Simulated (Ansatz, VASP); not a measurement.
**FeO in VASP and in Ansatz**

File INCAR:

```
ALGO = Normal
EDIFF = 1E-6
ENCUT = 700
GGA = RE
GGA_COMPAT = F
ISIF = 2
ISMEAR = -1
ISPIN = 2
LASPH = T
LCHARG = F
LMAXMIX = 4
LORBIT = 11
LREAL = F
LWAVE = F
MAGMOM = 3 0
NBANDS = 22
NELM = 200
PREC = Accurate
SIGMA = 0.05
```

KPOINTS

```
k-points
0
Gamma
  11 11 11
```

POSCAR

```
FeO
1.0
    0.0000000000      2.1554000000      2.1554000000
    2.1554000000      0.0000000000      2.1554000000
    2.1554000000      2.1554000000      0.0000000000
Fe O
1 1
Direct
    0.0000000000      0.0000000000      0.0000000000
    0.5000000000      0.5000000000      0.5000000000
```

input.yaml

```yaml
crystal:
  lattice:
    - [0.0, 2.1554, 2.1554]
    - [2.1554, 0.0, 2.1554]
    - [2.1554, 2.1554, 0.0]
  atoms:
    - { symbol: Fe, position: [0.0, 0.0, 0.0], spin: 3.0 }
    - { symbol: O, position: [0.5, 0.5, 0.5] }
hamiltonian:
  xc: revpbe
  pseudopotentials: { kind: paw }
magnetization:
  spin_polarized: true
kpoints:
  mp_grid: { grid: [11, 11, 11] }
scf:
  occupations: { method: fermi_dirac, width: 0.05 }
output:
  forces: true
  stress: true
  eigenvalues: true
```

Alike in both runs: task single point; functional revPBE; k mesh 11 × 11 × 11; occupations fermi-dirac, width 0.05 eV; collinear spin.

|  | VASP | Ansatz |
| --- | --- | --- |
| version | VASP 6.6.1 | Ansatz 0.2.0 |
| potentials or method | VASP PAW PBE potentials, release 64 (Fe_sv, O) | Ansatz PAW |
| plane-wave cutoff (eV) | 700 | 420 |
| valence electrons in the cell | 22 | 22 |

```csv
,VASP,Ansatz,Ansatz less VASP
gap on the k mesh at the Fermi level (eV),none,none,-
pressure (GPa),2.7,3.9,+1.14
net moment per atom (μB),2.00,2.00,0.000
size of the moment on the site where the two differ most (μB),3.49,3.46,-0.029
```

VASP's potentials were made for PBE, not for revPBE. Site moments also hang on the region over which each program counts them. A gap of «none» marks a metal or a gap that the smearing closes.
